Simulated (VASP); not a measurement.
Si: single point with r2SCAN

The system is Si.

```
Si
1.0
     0.00000    2.72211    2.72211
     2.72211    0.00000    2.72211
     2.72211    2.72211    0.00000
Si
2
Direct
  0.50000 0.50000 0.50000
  0.75000 0.75000 0.75000
```

* Program: VASP 6.6.1
* Task: single point
* Functional: r2SCAN
* Potentials or basis: VASP PAW PBE potentials, release 64 (Si)
* Cutoff: 520 eV
* k mesh: 10 × 10 × 10
* Occupations: gaussian, width 0.05 eV
* Spin: no spin polarisation
* Dipole correction: no
* Further INCAR settings: ALGO = Normal; EDIFF = 1e-07; NBANDS = 11

```
Pressure               : -0.2 GPa
Band gap on the k mesh : 0.79 eV (least direct gap 2.75 eV)
```

Levels at points of the mesh, in eV from the valence-band top:
```tsv
k point	band 1	band 2	band 3	band 4	band 5	band 6	band 7	band 8	band 9
(0.00, 0.00, 0.00)	-12.47	0.00	0.00	0.00	2.75	2.75	2.75	3.90	8.12
(0.50, 0.00, 0.00)	-10.04	-7.23	-1.27	-1.27	1.86	3.59	3.59	8.33	11.14
(0.50, 0.50, 0.00)	-8.13	-8.13	-2.99	-2.99	0.93	0.93	10.81	10.81	11.60
```

It took 83 s on 1 thread of AMD EPYC 7R43 64-Core Processor (Zen 3), with other jobs on the host, peak memory 0.13 GiB.

Caveat: the PAW data sets were made with another functional, which shifts forces and pressure a little. r2SCAN opens gaps a little over a GGA but as a rule still falls short of measured ones.
